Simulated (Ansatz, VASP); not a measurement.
# BP in VASP and in Ansatz

File POSCAR:

```
BP
1.0
    0.0000000000      2.2690000000      2.2690000000
    2.2690000000      0.0000000000      2.2690000000
    2.2690000000      2.2690000000      0.0000000000
P B
1 1
Direct
    0.7500000000      0.7500000000      0.7500000000
    0.0000000000      0.0000000000      0.0000000000
```

The input INCAR.step1:

```
SYSTEM = BP
PREC = Accurate ; ENCUT = 520
EDIFF = 1E-5 ; ISMEAR = -1
SIGMA = 0.05 ; LREAL = .FALSE.
LASPH = .TRUE. ; NELM = 80
ALGO = Normal ; ISIF = 2
LWAVE = .TRUE. ; LCHARG = .FALSE.
GGA = PE ; NBANDS = 11
```

INCAR.step2

```
SYSTEM = BP
PREC = Accurate ; ENCUT = 520
EDIFF = 1E-6 ; ISMEAR = -1
SIGMA = 0.05 ; LREAL = .FALSE.
LASPH = .TRUE. ; NELM = 80
ALGO = Normal ; ISIF = 2
LWAVE = .FALSE. ; LCHARG = .FALSE.
GGA = PE ; LHFCALC = .TRUE.
AEXX = 0.25 ; PRECFOCK = Normal
ISTART = 1 ; NBANDS = 11
```

The input KPOINTS:

```
regular mesh
0
G
  6 6 6
  0 0 0
```

Contents of input.yaml:

```yaml
crystal:
  lattice:
    - [0.0, 2.269, 2.269]
    - [2.269, 0.0, 2.269]
    - [2.269, 2.269, 0.0]
  atoms:
    - { symbol: P, position: [0.75, 0.75, 0.75] }
    - { symbol: B, position: [0.0, 0.0, 0.0] }
hamiltonian:
  xc: pbe0
  pseudopotentials: { kind: paw }
kpoints:
  mp_grid: { grid: [6, 6, 6] }
scf:
  occupations: { method: fermi_dirac, width: 0.05 }
  n_extra_bands: 6
output:
  forces: true
  stress: true
  eigenvalues: true
  dos: { projected: true, de: 0.05 }
```

Alike in both runs: functional PBE0; k mesh 6 × 6 × 6; occupations fermi-dirac, width 0.05 eV; no spin polarisation.

|  | VASP | Ansatz |
| --- | --- | --- |
| version | VASP 6.6.1 | Ansatz 0.2.0 |
| potentials or method | VASP PAW PBE potentials, release 64 (P, B) | Ansatz PAW |
| plane-wave cutoff (eV) | 520 | 420 |
| valence electrons in the cell | 8 | 8 |
| task | single point | projected density of states |

```csv
,VASP,Ansatz,Ansatz less VASP
gap on the k mesh at the Fermi level (eV),2.79,2.77,-0.021
least direct gap on the mesh (eV),5.05,5.03,-0.024
pressure (GPa),-2.2,-1.6,+0.60
```
